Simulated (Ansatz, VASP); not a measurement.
**Two plane-wave programs on LiH**

The input INCAR:

```
PREC = Accurate
ENCUT = 520
EDIFF = 1E-6
ISMEAR = -1
SIGMA = 0.05
LREAL = False
LASPH = True
NELM = 80
ALGO = Normal
ISIF = 2
LWAVE = False
LCHARG = True
GGA = PE
LELF = True
LVHAR = True
NBANDS = 9
```

Contents of KPOINTS:

```
regular mesh
0
Gamma
  11 11 11
```

Contents of POSCAR:

```
LiH
1.0
    0.0000000000      1.9951720069      1.9951720069
    1.9951720069      0.0000000000      1.9951720069
    1.9951720069      1.9951720069      0.0000000000
Li H
1 1
Direct
    0.0000000000      0.0000000000      0.0000000000
    0.5000000000      0.5000000000      0.5000000000
```

input.yaml

```yaml
crystal:
  lattice:
    - [0.0, 1.9951720069, 1.9951720069]
    - [1.9951720069, 0.0, 1.9951720069]
    - [1.9951720069, 1.9951720069, 0.0]
  atoms:
    - { symbol: Li, position: [0.0, 0.0, 0.0] }
    - { symbol: H, position: [0.5, 0.5, 0.5] }
hamiltonian:
  xc: pbe
  pseudopotentials: { kind: paw, azcp: { folder: soft_1 } }
kpoints:
  mp_grid: { grid: [11, 11, 11] }
scf:
  occupations: { method: fermi_dirac, width: 0.05 }
output:
  forces: true
  stress: true
  eigenvalues: true
```

Alike in both runs: task single point; functional PBE; k mesh 11 × 11 × 11; occupations fermi-dirac, width 0.05 eV; no spin polarisation.

|  | VASP | Ansatz |
| --- | --- | --- |
| version | VASP 6.6.1 | Ansatz 0.2.0 |
| potentials or method | VASP PAW PBE potentials, release 64 (Li_sv, H) | Ansatz PAW soft_1 |
| plane-wave cutoff (eV) | 520 | 420 |
| valence electrons in the cell | 4 | 4 |

|  | VASP | Ansatz | Ansatz less VASP |
| --- | --- | --- | --- |
| gap on the k mesh at the Fermi level (eV) | 3.17 | 3.17 | +0.005 |
| least direct gap on the mesh (eV) | 3.17 | 3.17 | +0.005 |

Noted on VASP's run: the cutoff is short for stress, so the pressure is rough. Noted on Ansatz's run: odd divisions of the mesh miss points on the zone boundary, where band edges often lie, so the gap on the mesh can be too wide.
